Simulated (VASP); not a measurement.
Mo, 1 atom in the cell. It takes space group I4/mmm (No. 139, tetragonal). The conventional cell has a = 2.611 Å, b = 2.611 Å, c = 4.800 Å, α = 90.00°, β = 90.00°, γ = 90.00°. Mo (site symmetry 4/mmm) has 12 Mo at 2.61 to 3.03 Å within 3.4 Å.  This cell differs from its parent crystal: ratio of the length along z to the lengths across it x 1.3, volume and fractional coordinates fixed.

```yaml
Program: VASP 6.6.1
Task: single point
Functional: r2SCAN
Potentials_or_basis: VASP PAW PBE potentials, release 64 (Mo_sv)
Cutoff: 520 eV
k_mesh: 22 × 22 × 22
Occupations: gaussian, width 0.15 eV
Spin: no spin polarisation
Dipole_correction: no
Further_INCAR_settings: ALGO = Normal; EDIFF = 1e-07; NBANDS = 13
```

Potentials or basis: VASP PAW PBE potentials, release 64 (Mo_sv).

The run is started by

```console
$ cat potpaw_PBE.64/Mo_sv/POTCAR > POTCAR
$ cp INCAR.step1 INCAR
$ mpirun -np 1 vasp_std > vasp.out
$ cp INCAR.step2 INCAR
$ mpirun -np 1 vasp_std > vasp.out
```

Hardware: 1 thread of AMD EPYC 7R43 64-Core Processor (Zen 3), on a shared host.

Q: Estimate the wall time of this run.

A: Run time: 17 min on 1 thread of AMD EPYC 7R43 64-Core Processor (Zen 3), on a shared host, peak memory 0.24 GiB. Counts: k points 834.
